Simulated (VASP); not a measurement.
# NiSb (P6_3/mmc) in VASP: a series of runs

NiSb is run at these levels: revPBE+D4, r2SCAN+D3(BJ); tasks: relaxation of shape and atoms at fixed volume, single point.

Program: VASP 6.6.1. These are calculated values, not measurements. Logs are shortened: lines on timing, memory, paths and dates and some standing lists are left out, and cuts for length are marked.

## (1) The cell of the first run

It takes space group P6_3/mmc (No. 194, hexagonal). The conventional cell has a = 3.882 Å, b = 3.882 Å, c = 5.076 Å, α = 90.00°, β = 90.00°, γ = 120.00°. Within 3.3 Å of Ni (site symmetry -3m) lie 2 Ni at 2.54 Å and 6 Sb at 2.58 Å. Within 3.4 Å of Sb (site symmetry -6m2) lie 6 Ni at 2.58 Å and 6 Sb at 3.39 Å.

## (2) Relaxation of shape and atoms at fixed volume, revPBE+D4, collinear spin (16.56 Å³/atom)

Input file INCAR:

```
SYSTEM = NiSb
ALGO = Normal
EDIFF = 1E-6
EDIFFG = -0.01
ENCUT = 600
GGA = RE
IBRION = 2
ISIF = 4
ISMEAR = 0
ISPIN = 2
IVDW = 13
LASPH = .TRUE.
LCHARG = .FALSE.
LMAXMIX = 4
LORBIT = 11
LREAL = .FALSE.
LWAVE = .FALSE.
MAGMOM = 0.05 0.05 0 0
NELM = 150
NSW = 60
PREC = Accurate
SIGMA = 0.05
```

Input file KPOINTS:

```
k-points
0
G
  8 8 6
  0 0 0
```

Input file POSCAR:

```
NiSb
1.0
    3.8818463137      0.0000000000      0.0000000000
   -1.9409231568      3.3617775213      0.0000000000
    0.0000000000      0.0000000000      5.0758920289
Ni Sb
2 2
Direct
    0.0000000000      0.0000000000      0.0000000000
    0.0000000000      0.0000000000      0.5000000000
    0.3333333333      0.6666666667      0.2500000000
    0.6666666667      0.3333333333      0.7500000000
```

Potentials or basis: VASP PAW PBE potentials, release 64 (Ni, Sb).

Command:

```sh
$ cat potpaw_PBE.64/Ni/POTCAR potpaw_PBE.64/Sb/POTCAR > POTCAR
$ mpirun -np 1 vasp_std > vasp.out
```

OUTCAR:

```text
SYSTEM = NiSb
   EDIFF = 1E-6
   EDIFFG = -0.01
   ENCUT = 600
   GGA = RE
   IBRION = 2
   ISIF = 4
   ISMEAR = 0
   ISPIN = 2
   IVDW = 13
   LASPH = .TRUE.
   LORBIT = 11
   LREAL = .FALSE.
   NELM = 150
   NSW = 60
   PREC = Accurate

 ion  position               nearest neighbor table
   1  0.000  0.000  0.000-   2 2.54   2 2.54   4 2.58   3 2.58   4 2.58   3 2.58   4 2.58   3 2.58

   2  0.000  0.000  0.500-   1 2.54   1 2.54   4 2.58   3 2.58   4 2.58   3 2.58   4 2.58   3 2.58

   3  0.333  0.667  0.250-   1 2.58   2 2.58   1 2.58   2 2.58   1 2.58   2 2.58   4 3.39   4 3.39
                             4 3.39   4 3.39   4 3.39   4 3.39
   4  0.667  0.333  0.750-   1 2.58   2 2.58   1 2.58   2 2.58   1 2.58   2 2.58   3 3.39   3 3.39
                             3 3.39   3 3.39   3 3.39   3 3.39

  LATTYP: Found a hexagonal cell.
 ALAT       =     3.8818463137
 C/A-ratio  =     1.3075973696

  Lattice vectors:

 A1 = (   3.8818463137,   0.0000000000,   0.0000000000)
 A2 = (  -1.9409231568,   3.3617775213,   0.0000000000)
 A3 = (   0.0000000000,   0.0000000000,   5.0758920289)

Analysis of symmetry for initial positions (statically):
=====================================================================
 Subroutine PRICEL returns:
 Original cell was already a primitive cell.

 Routine SETGRP: Setting up the symmetry group for a
 hexagonal supercell.

 Subroutine GETGRP returns: Found 24 space group operations
 (whereof 12 operations were pure point group operations)
 out of a pool of 24 trial point group operations.

The static configuration has the point symmetry D_3d.
 The point group associated with its full space group is D_6h.

Analysis of symmetry for dynamics (positions and initial velocities):
=====================================================================
 Subroutine PRICEL returns:
 Original cell was already a primitive cell.

 Routine SETGRP: Setting up the symmetry group for a
 hexagonal supercell.

 Subroutine GETGRP returns: Found 24 space group operations
 (whereof 12 operations were pure point group operations)
 out of a pool of 24 trial point group operations.

The dynamic configuration has the point symmetry D_3d.
 The point group associated with its full space group is D_6h.

Analysis of structural, dynamic, and magnetic symmetry:
=====================================================================
 Subroutine PRICEL returns:
 Original cell was already a primitive cell.

 Routine SETGRP: Setting up the symmetry group for a
 hexagonal supercell.

 Subroutine GETGRP returns: Found 24 space group operations
 (whereof 12 operations were pure point group operations)
 out of a pool of 24 trial point group operations.

The overall configuration has the point symmetry D_3d.
 The point group associated with its full space group is D_6h.

 Subroutine INISYM returns: Found 24 space group operations
 (whereof 12 operations are pure point group operations),
 and found     1 'primitive' translations

----------------------------------------------------------------------------------------

                                     Primitive cell

  volume of cell :      66.2399

  direct lattice vectors                    reciprocal lattice vectors
     3.881846314  0.000000000  0.000000000     0.257609374  0.148730842  0.000000000
    -1.940923157  3.361777521  0.000000000     0.000000000  0.297461683  0.000000000
     0.000000000  0.000000000  5.075892029     0.000000000  0.000000000  0.197009707

  length of vectors
     3.881846314  3.881846314  5.075892029     0.297461683  0.297461683  0.197009707

  position of ions in fractional coordinates (direct lattice)
     0.000000000  0.000000000  0.000000000
     0.000000000  0.000000000  0.500000000
     0.333333333  0.666666667  0.250000000
     0.666666667  0.333333333  0.750000000

[... 119 lines left out ...]

 number of electron      29.9999995 magnetization      -0.0003723

 number of electron      29.9999995 magnetization       0.0001363

 Free energy of the ion-electron system (eV)
  ---------------------------------------------------
  ext. energy  EPLUGINS =         0.00000000
  ---------------------------------------------------
  free energy    TOTEN  =       -18.63806259 eV

  energy without entropy =      -18.63512269  energy(sigma->0) =      -18.63659264

------------------------ aborting loop because EDIFF is reached ----------------------------------------

  DFT-D4 for vdW energy calculation

  Edisp (eV):   -3.73422

  FORCE on cell =-STRESS in cart. coord.  units (eV):
  Direction    XX          YY          ZZ          XY          YZ          ZX
  --------------------------------------------------------------------------------------
  -------------------------------------------------------------------------------------
  Total       1.01552     1.01552     0.86244     0.00000     0.00000    -0.00000
  in kB      24.56285    24.56285    20.86021     0.00000     0.00000    -0.00000
  external pressure =       23.33 kB  Pullay stress =        0.00 kB

 VOLUME and BASIS-vectors are now :
 -----------------------------------------------------------------------------
  energy-cutoff  :      600.00
  volume of cell :       66.24
      direct lattice vectors                 reciprocal lattice vectors
     3.881846314  0.000000000  0.000000000     0.257609374  0.148730842  0.000000000
    -1.940923157  3.361777521  0.000000000     0.000000000  0.297461683  0.000000000
     0.000000000  0.000000000  5.075892029     0.000000000  0.000000000  0.197009707

 POSITION                                       TOTAL-FORCE (eV/Angst)
 -----------------------------------------------------------------------------------
      0.00000      0.00000      0.00000         0.000000      0.000000     -0.000000
      0.00000      0.00000      2.53795         0.000000      0.000000     -0.000000
     -0.00000      2.24119      1.26897         0.000000     -0.000000     -0.000000
      1.94092      1.12059      3.80692        -0.000000      0.000000      0.000000
 -----------------------------------------------------------------------------------
    total drift:                                0.000000     -0.000000      0.000000

  FREE ENERGIE OF THE ION-ELECTRON SYSTEM (eV)
  ---------------------------------------------------
  free  energy   TOTEN  =       -22.3722811976 eV

  energy  without entropy=      -22.3693413004  energy(sigma->0) =      -22.37081125

--------------------------------------- Ionic step        2  -------------------------------------------

 number of electron      29.9999996 magnetization       0.0000065

 number of electron      29.9999996 magnetization      -0.0000016

 Free energy of the ion-electron system (eV)
  ---------------------------------------------------
  ext. energy  EPLUGINS =         0.00000000
  ---------------------------------------------------
  free energy    TOTEN  =       -18.63854935 eV

  energy without entropy =      -18.63560096  energy(sigma->0) =      -18.63707515

 E-fermi :  10.7324     XC(G=0): -11.6465

 val. band max:       10.7281541496   @ k =   0.3750   0.0000   0.0000
 cond. band min:      10.7350662802   @ k =   0.2500   0.0000   0.3333
 fundamental gap:      0.0069121306
 Fermi energy:        10.7323656935

 spin component 1

 k-point     1 :       0.0000    0.0000    0.0000
  band No.  band energies     occupation
      1      -2.6286      1.00000
      2       2.1579      1.00000
      3       4.1496      1.00000
      4       6.5426      1.00000
      5       6.5426      1.00000
      6       7.3200      1.00000
[... 517 lines left out ...]
     18      13.1228      0.00000
     19      14.5327      0.00000

 [... further k-points ...]

 spin component 2

 k-point     1 :       0.0000    0.0000    0.0000
  band No.  band energies     occupation
      1      -2.6286      1.00000
      2       2.1579      1.00000
      3       4.1496      1.00000
      4       6.5426      1.00000
      5       6.5426      1.00000
      6       7.3200      1.00000
[... 517 lines left out ...]
     18      13.1228      0.00000
     19      14.5327      0.00000

 [... further k-points ...]

------------------------ aborting loop because EDIFF is reached ----------------------------------------

  DFT-D4 for vdW energy calculation

  Edisp (eV):   -3.73387

  FORCE on cell =-STRESS in cart. coord.  units (eV):
  Direction    XX          YY          ZZ          XY          YZ          ZX
  --------------------------------------------------------------------------------------
  -------------------------------------------------------------------------------------
  Total       0.91846     0.91846     0.87862     0.00000     0.00000    -0.00000
  in kB      22.21526    22.21526    21.25164     0.00000     0.00000    -0.00000
  external pressure =       21.89 kB  Pullay stress =        0.00 kB

 VOLUME and BASIS-vectors are now :
 -----------------------------------------------------------------------------
  energy-cutoff  :      600.00
  volume of cell :       66.24
      direct lattice vectors                 reciprocal lattice vectors
     3.884236747  0.000000000 -0.000000000     0.257450837  0.148639310 -0.000000000
    -1.942118373  3.363847697  0.000000000    -0.000000000  0.297278620 -0.000000000
     0.000000000  0.000000000  5.069646351     0.000000000 -0.000000000  0.197252418

 POSITION                                       TOTAL-FORCE (eV/Angst)
 -----------------------------------------------------------------------------------
      0.00000      0.00000      5.06965        -0.000000     -0.000000     -0.000000
      0.00000      0.00000      2.53482        -0.000000     -0.000000     -0.000000
     -0.00000      2.24257      1.26741         0.000000      0.000000     -0.000000
      1.94212      1.12128      3.80223        -0.000000      0.000000      0.000000
 -----------------------------------------------------------------------------------
    total drift:                                0.000000     -0.000000      0.000000

  FREE ENERGIE OF THE ION-ELECTRON SYSTEM (eV)
  ---------------------------------------------------
  free  energy   TOTEN  =       -22.3724207653 eV

  energy  without entropy=      -22.3694723679  energy(sigma->0) =      -22.37094657

 reached required accuracy - stopping structural energy minimisation

 total charge

# of ion       s       p       d       tot
------------------------------------------
    1        0.461   0.517   8.481   9.458
    2        0.461   0.517   8.481   9.458
    3        1.122   1.243   0.083   2.449
    4        1.122   1.243   0.083   2.449
--------------------------------------------------
tot          3.166   3.519  17.128  23.814

 magnetization (x)

# of ion       s       p       d       tot
------------------------------------------
    1       -0.000   0.000   0.000  -0.000
    2       -0.000   0.000   0.000  -0.000
    3       -0.000   0.000   0.000   0.000
    4       -0.000   0.000   0.000   0.000
--------------------------------------------------
tot         -0.000   0.000   0.000   0.000
```

It took 69 s on 1 thread of Intel Xeon 6975P-C (Granite Rapids), shared host; peak memory 0.29 GiB.

Results:

| Item | Value |
| --- | --- |
| Free energy | -22.3724 eV |
| Energy gained by relaxing | 0.0 meV/atom |
| Ionic steps | 2 |
| Pressure after relaxing | 2.2 GPa |
| Band gap on the k mesh | zero (filled and empty bands overlap) |
| Net moment | 0.00 μB per cell |
| Valence electrons inside the program's atomic spheres | Ni 9.46; Sb 2.45 |
| Dispersion energy per atom | -0.933 eV |

The path:
| step | energy change (eV) | largest force (eV/Å) | pressure (GPa) | volume (Å³) |
| --- | --- | --- | --- | --- |
| 1 | 0.0000 | 0.0000 | 2.33 | 66.24 |
| 2 | -0.0001 | 0.0000 | 2.19 | 66.24 |

Final structure:
```yaml
crystal:
  lattice:
    - [3.88424, 0.00000, 0.00000]
    - [-1.94212, 3.36385, 0.00000]
    - [0.00000, 0.00000, 5.06965]
  atoms:
    - { symbol: Ni, position: [0.00000, 0.00000, 0.00000] }
    - { symbol: Ni, position: [0.00000, 0.00000, 0.50000] }
    - { symbol: Sb, position: [0.33333, 0.66667, 0.25000] }
    - { symbol: Sb, position: [0.66667, 0.33333, 0.75000] }
```

Caveat: the PAW data sets were made with another functional, which shifts forces and pressure a little; spin-orbit coupling is left out, which moves the levels of the heavy elements.

(Part 1 of 2 ends here.)
